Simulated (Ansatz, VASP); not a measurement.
# Mg: VASP beside Ansatz

```
CELL_PARAMETERS angstrom
3.18864 0.00000 0.00000
-1.59432 2.76145 0.00000
0.00000 0.00000 5.09770
ATOMIC_POSITIONS crystal
Mg 0.33333 0.66667 0.25000
Mg 0.66667 0.33333 0.75000
```

Alike in both runs: functional r2SCAN; dispersion rVV10; k mesh 15 × 15 × 8; occupations gaussian, width 0.1 eV; no spin polarisation.

Ansatz relaxed the structure, and its values are those at the end. VASP's run is a single point on that final structure, the one shown.

```csv
,VASP,Ansatz
version,VASP 6.6.1,Ansatz 0.2.0
potentials or method,"VASP PAW PBE potentials, release 64 (Mg), cutoff 520 eV","scalar-relativistic, plane waves, PAW"
valence electrons in the cell,4,20
```

|  | VASP | Ansatz | Ansatz less VASP |
| --- | --- | --- | --- |
| gap on the k mesh at the Fermi level (eV) | none | none | - |
| pressure (GPa) | -0.3 | 0.0 | +0.26 |

VASP's potentials were made for PBE, not for r2SCAN. A gap of «none» marks a metal or a gap that the smearing closes. VASP's potentials hold 4 valence electrons a cell and Ansatz's 20, so a difference there can come from the potentials and not from the codes.
